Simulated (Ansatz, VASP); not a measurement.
Be6S in VASP and in Ansatz

File INCAR:

```
ALGO = Normal ; EDIFF = 1E-6
EDIFFG = -0.08 ; ENCUT = 600
GGA = PE ; IBRION = 2
ISIF = 3 ; ISMEAR = 0
LASPH = True ; LCHARG = False
LREAL = False ; LWAVE = False
NELM = 80 ; NSW = 36
PREC = Accurate ; SIGMA = 0.2
```

KPOINTS

```
k-points
0
Gamma
  5 5 4
```

File POSCAR:

```
Be6S
1.0
    3.9500000000      0.0000000000      0.0000000000
   -1.9750000000      3.4208003400      0.0000000000
    0.0000000000      0.0000000000      4.7500000000
Be S
6 1
Direct
    0.6667000000      0.6667000000      0.3200000000
    0.3333000000      0.0000000000      0.3200000000
    0.0000000000      0.3333000000      0.3200000000
    0.6667000000      0.0000000000      0.6800000000
    0.0000000000      0.6667000000      0.6800000000
    0.3333000000      0.3333000000      0.6800000000
    0.0000000000      0.0000000000      0.0000000000
```

Input for Ansatz:

```yaml
crystal:
  lattice:
    - [3.95, 0.0, 0.0]
    - [-1.975, 3.42080034, 0.0]
    - [0.0, 0.0, 4.75]
  atoms:
    - { symbol: Be, position: [0.6667, 0.6667, 0.32] }
    - { symbol: Be, position: [0.3333, 0.0, 0.32] }
    - { symbol: Be, position: [0.0, 0.3333, 0.32] }
    - { symbol: Be, position: [0.6667, 0.0, 0.68] }
    - { symbol: Be, position: [0.0, 0.6667, 0.68] }
    - { symbol: Be, position: [0.3333, 0.3333, 0.68] }
    - { symbol: S, position: [0.0, 0.0, 0.0] }
basis:
  ecutwfc: 420
kpoints:
  mp_grid: { grid: [5, 5, 4] }
hamiltonian:
  xc: pbe
scf:
  occupations: { method: gaussian, width: 0.2 }
  lower_state_search: "off"
output:
  forces: true
  stress: true
  eigenvalues: true
relax:
  adjacent_minimum: "off"
  f_tol: 0.08
  max_steps: 16
  cell: { stress_tol: 0.8 }
```

Alike in both runs: task relaxation of cell and atoms; functional PBE; k mesh 5 × 5 × 4; occupations gaussian, width 0.2 eV; no spin polarisation.

```csv
,VASP,Ansatz
version,VASP 6.6.1,Ansatz 0.2.0
potentials or method,"VASP PAW PBE potentials, release 64 (Be, S), cutoff 600 eV","scalar-relativistic, plane waves, PAW"
valence electrons in the cell,18,18
```

VASP gave:

- gap on the k mesh at the Fermi level, each at its own relaxed structure (eV): none
- relaxed volume (Å³/atom): 10.32
- relaxed cell length with the largest relative difference (Å): 5.511

**Question.** Estimate Ansatz's values.

**Answer.** gap on the k mesh at the Fermi level, each at its own relaxed structure (eV): none; relaxed volume (Å³/atom): 10.29; relaxed cell length with the largest relative difference (Å): 5.494.

A gap of «none» marks a metal or a gap that the smearing closes.

The k mesh is coarse, so the values compare programs but aren't converged.
